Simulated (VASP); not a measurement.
Runs of VASP 6.6.1 on ZnSe (rocksalt type). The structure is that of space group Fm-3m (No. 225), or close to it. The cells are those of the table. 

| task | cell | cutoff (eV) | gap on the mesh (eV) | pressure (GPa) |
| --- | --- | --- | --- | --- |
| electric field gradients | a = 3.757 Å, angles 60.0°, 2 atoms | 520 | none | 2.6 |
| single point | a = 3.833 Å, angles 60.0°, 2 atoms | 520 | none | -1.7 |
| electric field gradients | a = 3.833 Å, angles 60.0°, 2 atoms | 520 | none | -1.7 |
| single point | a = 3.870 Å, angles 60.0°, 2 atoms | 520 | none | -3.4 |
| electric field gradients | a = 3.795 Å, angles 60.0°, 2 atoms | 520 | none | (a) |
| relaxation of cell and atoms | relaxed from a = 3.527 Å, angles 60.0°, 2 atoms | 600 | none | 0.0 |
| single point | a = 3.718 Å, angles 60.0°, 2 atoms | 520 | none | 5.3 |
| electric field gradients | a = 3.718 Å, angles 60.0°, 2 atoms | 520 | none | 5.3 |

Alike in all rows: level PBE; potentials or basis VASP PAW PBE potentials, release 64 (Zn, Se); no spin polarisation; k mesh 13 × 13 × 13; smearing fermi-dirac 0.08 eV.

Problem. Estimate the missing entries.

Solution. (a) 0.2.

A k mesh can miss the band edges, and the runs leave out spin-orbit coupling on Se.

A gap of «none» marks levels without a gap at the run's occupations.
